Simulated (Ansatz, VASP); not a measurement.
**One calculation of H2ClF, two programs**

```
F H Cl
1.0
     6.12248    0.00000    0.00000
     0.00000    6.12248    0.00000
     0.00000    0.00000    6.12248
F H Cl
3 6 3
Direct
  0.64704 0.07987 0.16588
  0.95377 0.16555 0.84443
  0.49714 0.73095 0.32117
  0.59862 0.19612 0.07416
  0.96118 0.01794 0.88477
  0.50586 0.87855 0.27758
  0.88253 0.77070 0.20548
  0.46422 0.55890 0.08009
  0.10337 0.25510 0.15246
  0.00701 0.71278 0.04607
  0.48456 0.44837 0.89835
  0.17783 0.23945 0.34966
```

Alike in both runs: functional r2SCAN; dispersion D3(BJ); k mesh 1 × 1 × 1; occupations fermi-dirac, width 0.05 eV; no spin polarisation.

Ansatz relaxed the structure, and its values are those at the end. VASP's run is a single point on that final structure, the one shown.

|  | VASP | Ansatz |
| --- | --- | --- |
| version | VASP 6.6.1 | Ansatz 0.2.0 |
| potentials or method | VASP PAW PBE potentials, release 64 (F, H, Cl), cutoff 520 eV | scalar-relativistic, plane waves, PAW |
| valence electrons in the cell | 48 | 48 |

VASP gave:

* gap on the k mesh at the Fermi level (eV): 6.33
* rms of the force components (eV/Å): 0.147

Task: Which values does Ansatz return?

Result: gap on the k mesh at the Fermi level (eV): 6.33; rms of the force components (eV/Å): 0.052.

VASP's potentials were made for PBE, not for r2SCAN. One of these differences is far larger than is usual between the two programs; its cause wasn't traced. Ansatz's warnings: dispersion damping borrowed, xc potential rough in thin density.
